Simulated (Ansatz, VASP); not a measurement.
**InSe in VASP and in Ansatz**

File INCAR:

```
SYSTEM = InSe
ALGO = Normal
EDIFF = 1E-6
ENCUT = 520
GGA = PS
ISIF = 2
ISMEAR = 0
IVDW = 12
LASPH = .True.
LCHARG = .True.
LELF = .True.
LREAL = .False.
LVHAR = .True.
LWAVE = .False.
NBANDS = 27
NELM = 60
PREC = Accurate
SIGMA = 0.03
```

The input KPOINTS:

```
k-points
0
Gamma
  12 12 12
  0 0 0
```

POSCAR

```
InSe
1.0
    1.9999996503      1.1547003365      8.0671699000
   -1.9999996503      1.1547003365      8.0671699000
    0.0000000000     -2.3094006730      8.0671699000
In Se
2 2
Direct
    0.0000000000      0.0000000000      0.0000000000
    0.1122000000      0.1122000000      0.1122000000
    0.6155000000      0.6155000000      0.6155000000
    0.8300000000      0.8300000000      0.8300000000
```

Input for Ansatz:

```yaml
crystal:
  lattice:
    - [1.9999996503, 1.1547003365, 8.0671699]
    - [-1.9999996503, 1.1547003365, 8.0671699]
    - [0.0, -2.309400673, 8.0671699]
  atoms:
    - { symbol: In, position: [0.0, 0.0, 0.0] }
    - { symbol: In, position: [0.1122, 0.1122, 0.1122] }
    - { symbol: Se, position: [0.6155, 0.6155, 0.6155] }
    - { symbol: Se, position: [0.83, 0.83, 0.83] }
basis:
  ecutwfc: 420
kpoints:
  mp_grid: { grid: [12, 12, 12] }
hamiltonian:
  xc: pbesol
  dispersion: d3bj
scf:
  occupations: { method: gaussian, width: 0.03 }
output:
  forces: true
  stress: true
  eigenvalues: true
  write_density: true
  write_potential: true
  elf: true
  volumetric_format: npy
```

Change from the starting cell: strain +0.000 along x and y, -0.030 along z, atoms carried along.

Alike in both runs: task single point; functional PBEsol; dispersion D3(BJ); k mesh 12 × 12 × 12; occupations gaussian, width 0.03 eV; no spin polarisation.

|  | VASP | Ansatz |
| --- | --- | --- |
| version | VASP 6.6.1 | Ansatz 0.2.0 |
| potentials or method | VASP PAW PBE potentials, release 64 (In_d, Se), cutoff 520 eV | scalar-relativistic, plane waves, PAW |
| valence electrons in the cell | 38 | 58 |

Ansatz gave:

| Quantity | Value |
| --- | --- |
| gap on the k mesh at the Fermi level (eV) | 0.19 |
| least direct gap on the mesh (eV) | 0.19 |
| pressure (GPa) | 0.2 |
| traceless stress, the component that is largest in VASP (GPa) | 0.98 |
| rms of the force components (eV/Å) | 0.103 |

Task: What did VASP give for the same quantities?

Result: gap on the k mesh at the Fermi level (eV): 0.18; least direct gap on the mesh (eV): 0.18; pressure (GPa): 0.2; traceless stress, the component that is largest in VASP (GPa): 0.97; rms of the force components (eV/Å): 0.110.

VASP's potentials were made for PBE, not for PBEsol. Atom by atom the forces differ by 0.012 eV/Å (rms over components). VASP's potentials hold 38 valence electrons a cell and Ansatz's 58, so a difference there can come from the potentials and not from the codes.
